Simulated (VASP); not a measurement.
NbW2S4: relaxation of cell and atoms with PBE

The system is NbW2S4.

```
CELL_PARAMETERS angstrom
0.00000 3.31156 0.00000
6.08791 0.00000 0.00000
-2.74081 1.65578 -5.96355
ATOMIC_POSITIONS crystal
S 0.36750 0.97260 0.26500
S 0.63250 0.02740 0.73500
S 0.89380 0.44930 0.21240
S 0.10620 0.55070 0.78760
Nb 0.00000 0.00000 0.00000
W 0.25610 0.69040 0.48780
W 0.74390 0.30960 0.51220
```

```
Program                : VASP 6.6.1
Task                   : relaxation of cell and atoms
Functional             : PBE
Potentials or basis    : VASP PAW PBE potentials, release 64 (S, Nb_sv, W_sv)
Cutoff                 : 600 eV
k mesh                 : 6 × 3 × 6
Occupations            : fermi-dirac, width 0.1 eV
Spin                   : no spin polarisation
Dipole correction      : no
Further INCAR settings : ALGO = Normal; EDIFF = 1e-06; IBRION = 2; EDIFFG = -0.01; NSW = 80; ISIF = 3
```

| Item | Value |
| --- | --- |
| Relaxed volume | 16.70 Å³/atom |
| Relaxed cell | a = 3.152 Å, b = 6.031 Å, c = 6.883 Å, α = 112.73°, β = 76.76°, γ = 90.00° |
| Space group after relaxing (to 0.1 Å) | C2/m (No. 12) |
| Energy gained by relaxing | 62.1 meV/atom |
| Ionic steps | 21 |
| Pressure after relaxing | 0.0 GPa |
| Largest force after relaxing | 0.005 eV/Å |
| Band gap on the k mesh | zero (an odd number of electrons rules out a gap without spin polarisation) |

Forces in eV/Å, atoms in the order of the input:
```
S   -0.002  0.000  0.004
S    0.002  0.000 -0.004
S   -0.003  0.000  0.001
S    0.003  0.000 -0.001
Nb   0.000  0.000  0.000
W   -0.004  0.000  0.003
W    0.004  0.000 -0.003
```

The path:
```csv
step,energy change (eV),largest force (eV/Å),pressure (GPa),volume (Å³)
1,0.0000,1.6612,-4.20,120.23
2,-0.2176,1.0958,8.60,112.52
3,-0.2642,1.0492,4.38,114.67
4,-0.4017,0.4960,-1.00,117.35
5,-0.4172,0.4558,0.11,116.71
6,-0.4300,0.1631,-0.63,116.93
7,-0.4302,0.1554,-0.57,116.91
8,-0.4310,0.0559,0.91,116.08
9,-0.4321,0.0772,0.28,116.43
10,-0.4333,0.0709,0.14,116.62
11,-0.4337,0.0655,-0.04,116.88
12,-0.4343,0.0281,-0.06,117.00
13,-0.4343,0.0303,-0.05,117.00
14,-0.4344,0.0177,-0.02,116.94
15,-0.4344,0.0121,0.04,116.87
16,-0.4344,0.0119,0.06,116.88
17,-0.4344,0.0137,0.04,116.91
18,-0.4344,0.0125,0.03,116.90
19,-0.4344,0.0119,0.02,116.89
20,-0.4344,0.0117,0.03,116.89
21,-0.4344,0.0053,0.00,116.91
```

Final structure:
```
S Nb W
1.0
     0.00000    3.15227    0.00000
     6.03089    0.00000   -0.02778
    -2.68805    1.57613   -6.13732
S Nb W
4 1 2
Cartesian
  5.0961 1.5761 -1.7683
  -1.7532 3.1523 -4.3968
  2.1226 3.1523 -1.3576
  1.2203 1.5761 -4.8075
  0.0000 0.0000 0.0000
  2.8398 1.5761 -3.0178
  0.5030 3.1523 -3.1473
```

Levels at points of the mesh, in eV from the Fermi level:
```
           k point  band 30  band 31  band 32  band 33  band 34  band 35  band 36  band 37
(0.00, 0.00, 0.00)    -1.50    -1.40    -0.92    -0.86     0.31     0.95     0.97     1.99
(0.50, 0.00, 0.00)    -2.24    -1.03    -0.13     0.15     1.26     1.32     1.90     2.33
(0.00, 0.00, 0.50)    -1.34    -1.26    -0.65    -0.47    -0.27     0.99     1.48     1.73
```

Run time: 22 min on 1 thread of Intel(R) Xeon(R) 6975P-C (Granite Rapids), with other jobs on the host, peak memory 0.39 GiB.

Caveat: spin-orbit coupling is left out, which moves the levels of the heavy elements.
